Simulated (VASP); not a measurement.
Ir, 2 atoms in the cell. It takes space group Pmma (No. 51, orthorhombic). Conventional cell: a = 12.238 Å, b = 2.233 Å, c = 7.193 Å, α = 90.00°, β = 90.00°, γ = 90.00°. Within 3.0 Å of Ir (site symmetry mm2) lie 2 Ir at 2.23 Å. 

| Property | Result |
| --- | --- |
| Program | VASP 6.6.1 |
| Task | single point |
| Functional | LDA |
| Potentials or basis | VASP PAW LDA potentials, release 64 (Ir) |
| Cutoff | 520 eV |
| k mesh | 2 × 8 × 3 |
| Occupations | methfessel-paxton, width 0.15 eV |
| Spin | no spin polarisation |
| Dipole correction | no |
| Further INCAR settings | ALGO = Normal; EDIFF = 1e-06; NBANDS = 16 |

Potentials or basis: VASP PAW LDA potentials, release 64 (Ir).

The run is started by

```bash
$ cat potpaw_LDA.64/Ir/POTCAR > POTCAR
$ mpirun -np 1 vasp_std > vasp.out
```

Hardware: 1 thread of Intel(R) Xeon(R) Platinum 8559C (Emerald Rapids), on a shared host.

Task: Estimate the wall time of this run.

Result: It took 26 s on 1 thread of Intel(R) Xeon(R) Platinum 8559C (Emerald Rapids) (shared host), peak memory 0.24 GiB. Counts: scf iterations 12, k points 20.
